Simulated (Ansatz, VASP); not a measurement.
## Nb2B: VASP beside Ansatz

Contents of INCAR:

```
SYSTEM = Nb2B
PREC = Accurate
ENCUT = 600
EDIFF = 1E-7
ISMEAR = 0
SIGMA = 0.1
LREAL = .FALSE.
LASPH = .TRUE.
NELM = 80
ALGO = Normal
ISIF = 3
LWAVE = .FALSE.
LCHARG = .FALSE.
GGA = PE
IBRION = 2
NSW = 90
EDIFFG = -0.04
```

The input KPOINTS:

```
Automatic mesh
0
G
  6 6 6
  0 0 0
```

Contents of POSCAR:

```
Nb2B
1.0
    0.0000000000      2.7238534100      2.7238534100
    2.7238534100      0.0000000000      2.7238534100
    2.7238534100      2.7238534100      0.0000000000
Nb B
2 1
Direct
    0.2500000000      0.2500000000      0.2500000000
    0.7500000000      0.7500000000      0.7500000000
    0.0000000000      0.0000000000      0.0000000000
```

Input for Ansatz:

```yaml
crystal:
  lattice:
    - [0.0, 2.72385341, 2.72385341]
    - [2.72385341, 0.0, 2.72385341]
    - [2.72385341, 2.72385341, 0.0]
  atoms:
    - { symbol: Nb, position: [0.25, 0.25, 0.25] }
    - { symbol: Nb, position: [0.75, 0.75, 0.75] }
    - { symbol: B, position: [0.0, 0.0, 0.0] }
basis:
  ecutwfc: 420
kpoints:
  mp_grid: { grid: [6, 6, 6] }
hamiltonian:
  xc: pbe
scf:
  occupations: { method: gaussian, width: 0.1 }
  lower_state_search: "off"
output:
  forces: true
  stress: true
  eigenvalues: true
relax:
  adjacent_minimum: "off"
  f_tol: 0.04
  max_steps: 70
  cell: { stress_tol: 0.4 }
```

Change from the starting cell: species swapped into the Li2S type (Fm-3m, No. 225).

Alike in both runs: task relaxation of cell and atoms; functional PBE; k mesh 6 × 6 × 6; occupations gaussian, width 0.1 eV; no spin polarisation.

```csv
,VASP,Ansatz
version,VASP 6.6.1,Ansatz 0.2.0
potentials or method,"VASP PAW PBE potentials, release 64 (Nb_sv, B), cutoff 600 eV","scalar-relativistic, plane waves, PAW"
valence electrons in the cell,29,29
```

|  | VASP | Ansatz | Ansatz less VASP |
| --- | --- | --- | --- |
| gap on the k mesh at the Fermi level, each at its own relaxed structure (eV) | none | none | - |
| relaxed volume (Å³/atom) | 14.90 | 14.90 | +0.006 |
| relaxed cell length with the largest relative difference (Å) | 3.983 | 3.984 | +0.0006 |

A gap of «none» marks a metal or a gap that the smearing closes.
